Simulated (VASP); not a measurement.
# TiCo3 (Pm-3m) in VASP: notebook

Runs on TiCo3. Level: PBEsol. Tasks: single point.

Everything below comes from runs of VASP 6.6.1. Logs are shortened: lines on timing, memory, paths and dates and some standing lists are left out, and cuts for length are marked.

## 1. The cell of the first run

It takes space group Pm-3m (No. 221, cubic). Conventional cell: a = 3.498 Å, b = 3.498 Å, c = 3.498 Å, α = 90.00°, β = 90.00°, γ = 90.00°. Co (site symmetry 4/mmm) has 8 Co at 2.47 Å and 4 Ti at 2.47 Å within 3.3 Å. Ti (site symmetry m-3m) has 12 Co at 2.47 Å within 3.3 Å.

## 2. Single point, PBEsol, collinear spin, ferromagnetic start (10.70 Å³/atom)

INCAR reads:

```
SYSTEM = TiCo3
PREC = Accurate
ENCUT = 520
EDIFF = 1E-6
ISMEAR = -1
SIGMA = 0.05
LREAL = .False.
LASPH = .True.
NELM = 150
ALGO = Normal
ISIF = 2
LWAVE = .False.
LCHARG = .False.
ISPIN = 2
MAGMOM = 2 2 2 1
LORBIT = 11
LMAXMIX = 4
GGA = PS
NBANDS = 32
```

KPOINTS reads:

```
regular mesh
0
Gamma
  8 8 8
  0 0 0
```

POSCAR reads:

```
TiCo3
1.0
    3.4981019942      0.0000000000      0.0000000000
    0.0000000000      3.4981019942      0.0000000000
    0.0000000000      0.0000000000      3.4981019942
Co Ti
3 1
Direct
    0.5000000000      0.5000000000      0.0000000000
    0.5000000000      0.0000000000      0.5000000000
    0.0000000000      0.5000000000      0.5000000000
    0.0000000000      0.0000000000      0.0000000000
```

Potentials or basis: VASP PAW PBE potentials, release 64 (Co, Ti_sv).

The run is started by

```bash
cat potpaw_PBE.64/Co/POTCAR potpaw_PBE.64/Ti_sv/POTCAR > POTCAR
mpirun -np 1 vasp_std > vasp.out
```

OUTCAR:

```text
SYSTEM = TiCo3
   PREC = Accurate
   ENCUT = 520
   EDIFF = 1E-6
   ISMEAR = -1
   LREAL = .False.
   LASPH = .True.
   NELM = 150
   ISIF = 2
   ISPIN = 2
   LORBIT = 11
   GGA = PS

 ion  position               nearest neighbor table
   1  0.500  0.500  0.000-   2 2.47   3 2.47   4 2.47   2 2.47   3 2.47   2 2.47   4 2.47   2 2.47
                             3 2.47   4 2.47   3 2.47   4 2.47
   2  0.500  0.000  0.500-   1 2.47   3 2.47   4 2.47   1 2.47   4 2.47   1 2.47   3 2.47   1 2.47
                             3 2.47   4 2.47   4 2.47   3 2.47
   3  0.000  0.500  0.500-   1 2.47   2 2.47   4 2.47   1 2.47   4 2.47   2 2.47   4 2.47   4 2.47
                             1 2.47   2 2.47   1 2.47   2 2.47
   4  0.000  0.000  0.000-   1 2.47   2 2.47   3 2.47   2 2.47   3 2.47   1 2.47   3 2.47   3 2.47
                             1 2.47   2 2.47   2 2.47   1 2.47

  LATTYP: Found a simple cubic cell.
 ALAT       =     3.4981019942

  Lattice vectors:

 A1 = (   3.4981019942,   0.0000000000,   0.0000000000)
 A2 = (   0.0000000000,   3.4981019942,   0.0000000000)
 A3 = (   0.0000000000,   0.0000000000,   3.4981019942)

Analysis of symmetry for initial positions (statically):
=====================================================================
 Subroutine PRICEL returns:
 Original cell was already a primitive cell.

 Routine SETGRP: Setting up the symmetry group for a
 simple cubic supercell.

 Subroutine GETGRP returns: Found 48 space group operations
 (whereof 48 operations were pure point group operations)
 out of a pool of 48 trial point group operations.

The static configuration has the point symmetry O_h .

Analysis of symmetry for dynamics (positions and initial velocities):
=====================================================================
 Subroutine PRICEL returns:
 Original cell was already a primitive cell.

 Routine SETGRP: Setting up the symmetry group for a
 simple cubic supercell.

 Subroutine GETGRP returns: Found 48 space group operations
 (whereof 48 operations were pure point group operations)
 out of a pool of 48 trial point group operations.

The dynamic configuration has the point symmetry O_h .

Analysis of structural, dynamic, and magnetic symmetry:
=====================================================================
 Subroutine PRICEL returns:
 Original cell was already a primitive cell.

 Routine SETGRP: Setting up the symmetry group for a
 simple cubic supercell.

 Subroutine GETGRP returns: Found 48 space group operations
 (whereof 48 operations were pure point group operations)
 out of a pool of 48 trial point group operations.

The overall configuration has the point symmetry O_h .

 Subroutine INISYM returns: Found 48 space group operations
 (whereof 48 operations are pure point group operations),
[... 133 lines left out ...]
  volume of cell :       42.81
 maximum number of plane-waves:      1189
 NGX is ok and might be reduce to    28
   NGX = 13   NGY = 13   NGZ = 13

 number of electron      38.9999959 magnetization       0.4122423

 Free energy of the ion-electron system (eV)
  ---------------------------------------------------
  ext. energy  EPLUGINS =         0.00000000
  ---------------------------------------------------
  free energy    TOTEN  =       -32.72144464 eV

  energy without entropy =      -32.67895522  energy(sigma->0) =      -32.70019993

 E-fermi :  11.0637     XC(G=0): -13.8207

 val. band max:       11.0633234079   @ k =   0.3750   0.3750   0.3750
 cond. band min:      11.0650838643   @ k =   0.3750   0.2500   0.1250
 fundamental gap:      0.0017604564
 Fermi energy:        11.0636772333

 spin component 1

 k-point     1 :       0.0000    0.0000    0.0000
  band No.  band energies     occupation
      1     -44.9767      1.00000
      2     -21.3496      1.00000
      3     -21.3496      1.00000
      4     -21.3496      1.00000
      5       2.7337      1.00000
      6       6.3465      1.00000
[... 805 lines left out ...]
     30      22.3041      0.00000
     31      23.8709      0.00000

 [... further k-points ...]

 spin component 2

 k-point     1 :       0.0000    0.0000    0.0000
  band No.  band energies     occupation
      1     -45.0239      1.00000
      2     -21.3975      1.00000
      3     -21.3975      1.00000
      4     -21.3975      1.00000
      5       2.7377      1.00000
      6       6.4205      1.00000
[... 805 lines left out ...]
     30      22.3290      0.00000
     31      23.9097      0.00000

 [... further k-points ...]

 [bands above 31 left out]

------------------------ aborting loop because EDIFF is reached ----------------------------------------

  FORCE on cell =-STRESS in cart. coord.  units (eV):
  Direction    XX          YY          ZZ          XY          YZ          ZX
  --------------------------------------------------------------------------------------
  -------------------------------------------------------------------------------------
  Total        1.4644967      1.4644967      1.4644967      0.0000000      0.0000000     -0.0000000
  in kB       54.8152718     54.8152718     54.8152718      0.0000000      0.0000000     -0.0000000
  external PRESSURE =      54.8152718 kB  Pullay stress =       0.0000000 kB

 VOLUME and BASIS-vectors are now :
 -----------------------------------------------------------------------------
  energy-cutoff  :      520.00
  volume of cell :       42.81
      direct lattice vectors                 reciprocal lattice vectors
     3.498101994  0.000000000  0.000000000     0.285869309  0.000000000  0.000000000
     0.000000000  3.498101994  0.000000000     0.000000000  0.285869309  0.000000000
     0.000000000  0.000000000  3.498101994     0.000000000  0.000000000  0.285869309

 POSITION                                       TOTAL-FORCE (eV/Angst)
 -----------------------------------------------------------------------------------
      1.74905      1.74905      0.00000         0.000000      0.000000      0.000000
      1.74905      0.00000      1.74905         0.000000      0.000000      0.000000
      0.00000      1.74905      1.74905         0.000000      0.000000      0.000000
      0.00000      0.00000      0.00000         0.000000      0.000000      0.000000
 -----------------------------------------------------------------------------------
    total drift:                                0.000000      0.000000      0.000000

  FREE ENERGIE OF THE ION-ELECTRON SYSTEM (eV)
  ---------------------------------------------------
  free  energy   TOTEN  =       -32.7214446385 eV

  energy  without entropy=      -32.6789552211  energy(sigma->0) =      -32.70019993

 total charge

# of ion       s       p       d       tot
------------------------------------------
    1        0.541   0.569   7.377   8.488
    2        0.541   0.569   7.377   8.488
    3        0.541   0.569   7.377   8.488
    4        2.288   6.224   2.029  10.541
--------------------------------------------------
tot          3.911   7.932  24.161  36.003

 magnetization (x)

# of ion       s       p       d       tot
------------------------------------------
    1       -0.001  -0.002   0.161   0.158
    2       -0.001  -0.002   0.161   0.158
    3       -0.001  -0.002   0.161   0.158
    4       -0.001  -0.004  -0.050  -0.055
--------------------------------------------------
tot         -0.003  -0.011   0.433   0.420
```

stdout:

```text
POSCAR found type information on POSCAR CoTi
 POSCAR found :  2 types and       4 ions
 scaLAPACK will be used
 -----------------------------------------------------------------------------
|                                                                             |
|                                                                             |
|     You enforced a specific xc type in the INCAR file but a different       |
|     I HOPE YOU KNOW WHAT YOU ARE DOING!                                     |
|                                                                             |
 -----------------------------------------------------------------------------

 LDA part: xc-table for (Slater+PW92), standard interpolation
 POSCAR, INCAR and KPOINTS ok, starting setup
 FFT: planning ... GRIDC
 FFT: planning ... GRID_SOFT
 FFT: planning ... GRID
 WAVECAR not read
 entering main loop
```

It took 87 s on 1 thread of Intel Xeon Platinum 8559C (Emerald Rapids), shared host; peak memory 0.22 GiB.

Results:

| Item | Value |
| --- | --- |
| Free energy | -32.7214 eV |
| Pressure | 5.5 GPa |
| Net moment | 0.41 μB per cell |
| Site moments | Co +0.16; Ti -0.06 μB |
| Valence electrons inside the program's atomic spheres | Co 8.49; Ti 10.54 |

Levels at points of the mesh, in eV from the Fermi level:
Spin up:
```tsv
k point	band 17	band 18	band 19	band 20	band 21	band 22	band 23	band 24
(0.00, 0.00, 0.00)	0.39	0.68	0.68	0.68	2.70	2.70	3.52	3.52
(0.50, 0.00, 0.00)	-0.69	-0.69	-0.64	-0.01	0.68	1.26	1.26	2.03
(0.50, 0.50, 0.00)	-1.06	-0.97	-0.97	-0.48	-0.46	1.81	1.81	2.31
(0.50, 0.50, 0.50)	-0.11	0.44	0.44	0.44	0.92	0.92	0.92	2.32
```
Spin down:
```
           k point  band 15  band 16  band 17  band 18  band 19  band 20  band 21  band 22  band 23  band 24
(0.00, 0.00, 0.00)     0.05     0.05     0.60     0.83     0.83     0.83     2.78     2.78     3.52     3.52
(0.50, 0.00, 0.00)    -1.03    -0.68    -0.56    -0.56    -0.45     0.22     0.83     1.27     1.27     2.10
(0.50, 0.50, 0.00)    -1.76    -1.38    -0.88    -0.76    -0.76    -0.35    -0.32     1.82     1.82     2.39
(0.50, 0.50, 0.50)    -1.00    -1.00    -0.09     0.61     0.61     0.61     0.91     0.91     0.91     2.40
```

Caveat: the cell stands under pressure; the PAW data sets were made with another functional, which shifts forces and pressure a little.

## 3. Single point, PBEsol, collinear spin, ferromagnetic start (11.84 Å³/atom)

This run uses another cell than the first one, of 11.84 Å³/atom.

INCAR reads:

```
PREC = Accurate
ENCUT = 520
EDIFF = 1E-6
ISMEAR = -1
SIGMA = 0.05
LREAL = False
LASPH = True
NELM = 150
ALGO = Normal
ISIF = 2
LWAVE = False
LCHARG = False
ISPIN = 2
MAGMOM = 2 2 2 1
LORBIT = 11
LMAXMIX = 4
GGA = PS
NBANDS = 32
```

KPOINTS reads:

```
Automatic mesh
0
Gamma
  8 8 8
```

POSCAR reads:

```
TiCo3
1.0
    3.6179922310      0.0000000000      0.0000000000
    0.0000000000      3.6179922310      0.0000000000
    0.0000000000      0.0000000000      3.6179922310
Co Ti
3 1
Direct
    0.5000000000      0.5000000000      0.0000000000
    0.5000000000      0.0000000000      0.5000000000
    0.0000000000      0.5000000000      0.5000000000
    0.0000000000      0.0000000000      0.0000000000
```

Potentials or basis: VASP PAW PBE potentials, release 64 (Co, Ti_sv).

The run is started by

```bash
cat potpaw_PBE.64/Co/POTCAR potpaw_PBE.64/Ti_sv/POTCAR > POTCAR
mpirun -np 1 vasp_std > vasp.out
```

Wall time 1.9 min (1 thread of Intel Xeon Platinum 8559C (Emerald Rapids), shared host); peak memory 0.22 GiB.

The run converged. Its results:

```yaml
Free_energy: -32.5422 eV
Pressure: -16.0 GPa
Net_moment: 0.00 μB per cell
Valence_electrons_inside_the_program's_atomic_spheres: Co 8.29; Ti 10.36
```

Levels at points of the mesh, in eV from the Fermi level:
Spin up:
| k point | band 17 | band 18 | band 19 | band 20 | band 21 | band 22 | band 23 | band 24 |
| --- | --- | --- | --- | --- | --- | --- | --- | --- |
| (0.00, 0.00, 0.00) | 0.43 | 0.65 | 0.65 | 0.65 | 2.43 | 2.43 | 3.22 | 3.22 |
| (0.50, 0.00, 0.00) | -0.53 | -0.53 | -0.45 | 0.10 | 0.65 | 1.16 | 1.16 | 1.85 |
| (0.50, 0.50, 0.00) | -0.82 | -0.73 | -0.73 | -0.34 | -0.32 | 1.65 | 1.65 | 2.03 |
| (0.50, 0.50, 0.50) | 0.04 | 0.46 | 0.46 | 0.46 | 0.76 | 0.76 | 0.76 | 2.08 |
Spin down:
```tsv
k point	band 16	band 17	band 18	band 19	band 20	band 21	band 22	band 23	band 24	band 25
(0.00, 0.00, 0.00)	-0.05	0.43	0.65	0.65	0.65	2.43	2.43	3.22	3.22	3.22
(0.50, 0.00, 0.00)	-0.66	-0.53	-0.53	-0.45	0.10	0.65	1.16	1.16	1.85	2.36
(0.50, 0.50, 0.00)	-1.16	-0.82	-0.73	-0.73	-0.34	-0.32	1.65	1.65	2.03	2.03
(0.50, 0.50, 0.50)	-0.88	0.04	0.46	0.46	0.46	0.76	0.76	0.76	2.08	2.08
```

Caveat: the cell stands under tension; the moments typed at the start vanished in this run; the PAW data sets were made with another functional, which shifts forces and pressure a little.

(Part 1 of 2 ends here.)
